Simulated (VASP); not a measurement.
Wanted: the native input for a VASP 6.6.1 run.

```
Task                   : electric field gradients
Functional             : PBE
Potentials or basis    : VASP PAW PBE potentials, release 64 (Pd)
Cutoff                 : 520 eV
k mesh                 : 18 × 18 × 18
Occupations            : fermi-dirac, width 0.05 eV
Spin                   : no spin polarisation
Dipole correction      : no
Further INCAR settings : ALGO = Normal; EDIFF = 1e-08; NBANDS = 11
```

The structure of Pd lies in POSCAR:

```
Pd
1.0
   -0.0583470000      1.9157265000      1.9157265000
    1.9157265000     -0.0583470000      1.9157265000
    1.9157265000      1.9157265000     -0.0583470000
Pd
1
Direct
    0.0000000000      0.0000000000      0.0000000000
```

This cell differs from its parent crystal: equal xy, yz and zx shear strains of -3 %.

The input as run:

INCAR

```
PREC = Accurate ; ENCUT = 520
EDIFF = 1E-8 ; ISMEAR = -1
SIGMA = 0.05 ; LREAL = False
LASPH = True ; NELM = 80
ALGO = Normal ; ISIF = 2
LWAVE = False ; LCHARG = False
GGA = PE ; LEFG = True
NBANDS = 11
```

KPOINTS

```
Automatic mesh
0
Gamma
  18 18 18
```

Potentials or basis: VASP PAW PBE potentials, release 64 (Pd).

The run is started by

```console
$ cat potpaw_PBE.64/Pd/POTCAR > POTCAR
$ mpirun -np 1 vasp_std > vasp.out
```

Results of the run:

```json
{
 "Pressure": "7.8 GPa",
 "Band gap on the k mesh": "zero (bands 5 and 6 overlap by 1.75 eV)",
 "Largest electric field gradient by atom": "Pd +6.5 V/Å²"
}
```

Caveat: the cell differs from its parent crystal (equal xy, yz and zx shear strains of -3 %); the cell stands under pressure; without QUAD_EFG the Cq values of the log hold for a quadrupole moment of 1 mb, not for the nuclei.

It took 2.3 min on 1 thread of Intel Xeon 8259CL (shared host), peak memory 0.2 GiB.
